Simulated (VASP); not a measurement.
Wanted: the native input for a VASP 6.6.1 run.

| Quantity | Value |
| --- | --- |
| Task | single point |
| Functional | PBE |
| Potentials or basis | VASP PAW PBE potentials, release 64 (Pb_d, Te) |
| Cutoff | 520 eV |
| k mesh | 7 × 7 × 7 |
| Occupations | fermi-dirac, width 0.05 eV |
| Spin | no spin polarisation |
| Dipole correction | no |
| Further INCAR settings | ALGO = Normal; EDIFF = 1e-06; NBANDS = 17 |

The structure of TePb lies in POSCAR:

```
TePb
1.0
    0.0000000000      3.2858418672      3.2858418672
    3.2858418672      0.0000000000      3.2858418672
    3.2858418672      3.2858418672      0.0000000000
Pb Te
1 1
Direct
    0.0000000000      0.0000000000      0.0000000000
    0.5000000000      0.5000000000      0.5000000000
```

One way to write it, as run:

INCAR

```
PREC = Accurate
ENCUT = 520
EDIFF = 1E-6
ISMEAR = -1
SIGMA = 0.05
LREAL = False
LASPH = True
NELM = 100
ALGO = Normal
ISIF = 2
LWAVE = False
LCHARG = False
GGA = PE
NBANDS = 17
```

KPOINTS

```
Automatic mesh
0
Gamma
  7 7 7
```

Potentials or basis: VASP PAW PBE potentials, release 64 (Pb_d, Te).

Command:

```console
$ cat potpaw_PBE.64/Pb_d/POTCAR potpaw_PBE.64/Te/POTCAR > POTCAR
$ mpirun -np 1 vasp_std > vasp.out
```

It gave:

- Pressure: -0.1 GPa

Run time: 31 s on 1 thread of Intel Xeon 8259CL, on a shared host, peak memory 0.21 GiB.
